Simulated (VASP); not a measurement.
Pb:

```
Pb
1.0
     5.55485    0.00000    0.00000
    -2.77743    4.81064    0.00000
     0.00000    0.00000    3.40512
Pb
3
Direct
  0.00000 0.00000 0.00000
  0.33333 0.66667 0.50000
  0.66667 0.33333 0.50000
```

* Program: VASP 6.6.1
* Task: relaxation of cell and atoms
* Functional: LDA
* Potentials or basis: VASP PAW LDA potentials, release 64 (Pb_d)
* Cutoff: 600 eV
* k mesh: 7 × 7 × 9
* Occupations: fermi-dirac, width 0.1 eV
* Spin: no spin polarisation

At the start: pressure -1.6 GPa; volume 30.33 Å³/atom.

How do energy, volume and symmetry change on relaxing?

Over 8 steps the energy falls by 5.9 meV/atom and the volume is 29.25 Å³/atom (-3.6 %); space group P6/mmm (No. 191, to 0.05 Å).

The path:
```csv
step,energy change (eV),largest force (eV/Å),pressure (GPa),volume (Å³)
1,0.0000,0.0000,-1.65,90.99
2,-0.0161,0.0000,0.53,86.95
3,-0.0174,0.0000,0.01,87.79
4,-0.0174,0.0000,0.02,87.72
5,-0.0177,0.0000,0.05,87.74
6,-0.0177,0.0000,0.05,87.76
7,-0.0178,0.0000,0.05,87.75
8,-0.0178,0.0000,0.05,87.75
```

Final structure:
```yaml
crystal:
  lattice:
    - [5.50415, 0.00000, 0.00000]
    - [-2.75207, 4.76673, 0.00000]
    - [0.00000, 0.00000, 3.34445]
  atoms:
    - { symbol: Pb, position: [0.00000, 0.00000, 0.00000] }
    - { symbol: Pb, position: [0.33333, 0.66667, 0.50000] }
    - { symbol: Pb, position: [0.66667, 0.33333, 0.50000] }
```
